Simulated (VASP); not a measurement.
Runs of VASP 6.6.1 on HgTe. The structure is that of space group Cmcm (No. 63), or close to it. The cells are those of the table. 

```tsv
task	level	potentials or basis	cell	k mesh	k mesh for the DOS	occupations for the DOS	gap on the mesh (eV)	pressure (GPa)	largest force (eV/Å)
single point	r2SCAN	VASP PAW PBE potentials, release 64 (Hg, Te)	a = 4.580, b = 4.580, c = 5.798 Å, angles 90.0, 90.0, 98.4°, 4 atoms	6 × 6 × 5	-	-	none	-1.3	0.17
single point	LDA	VASP PAW LDA potentials, release 64 (Hg, Te)	a = 4.580, b = 4.580, c = 5.798 Å, angles 90.0, 90.0, 98.4°, 4 atoms	6 × 6 × 5	-	-	none	-4.8	(a)
single point	LDA	VASP PAW LDA potentials, release 64 (Hg, Te)	a = 4.610, b = 4.610, c = 5.837 Å, angles 90.0, 90.0, 98.4°, 4 atoms	6 × 6 × 5	-	-	none	-5.4	0.31
single point	PBE	VASP PAW PBE potentials, release 64 (Hg, Te)	a = 4.518, b = 4.518, c = 5.720 Å, angles 90.0, 90.0, 98.4°, 4 atoms	6 × 6 × 5	-	-	none	1.8	0.06
single point	LDA	VASP PAW LDA potentials, release 64 (Hg, Te)	a = 4.640, b = 4.640, c = 5.874 Å, angles 90.0, 90.0, 98.4°, 4 atoms	6 × 6 × 5	-	-	none	(b)	0.35
single point	PBEsol	VASP PAW PBE potentials, release 64 (Hg, Te)	a = 4.580, b = 4.580, c = 5.798 Å, angles 90.0, 90.0, 98.4°, 4 atoms	6 × 6 × 5	-	-	none	-3.3	0.19
single point	LDA	VASP PAW LDA potentials, release 64 (Hg, Te)	a = 4.670, b = 4.670, c = 5.912 Å, angles 90.0, 90.0, 98.4°, 4 atoms	6 × 6 × 5	-	-	none	(c)	0.39
```

Alike in all rows: no spin polarisation; cutoff (eV) 520; smearing fermi-dirac 0.05 eV.

Estimate the missing entries.

(a) 0.26; (b) -5.9; (c) -6.4.

Caveats: spin-orbit coupling is left out, which moves the levels of the heavy elements; the PAW data sets were made with another functional, which shifts forces and pressure a little (some runs).

A k mesh can miss the band edges, and the runs leave out spin-orbit coupling on Hg, Te.

A gap of «none» marks levels without a gap at the run's occupations.
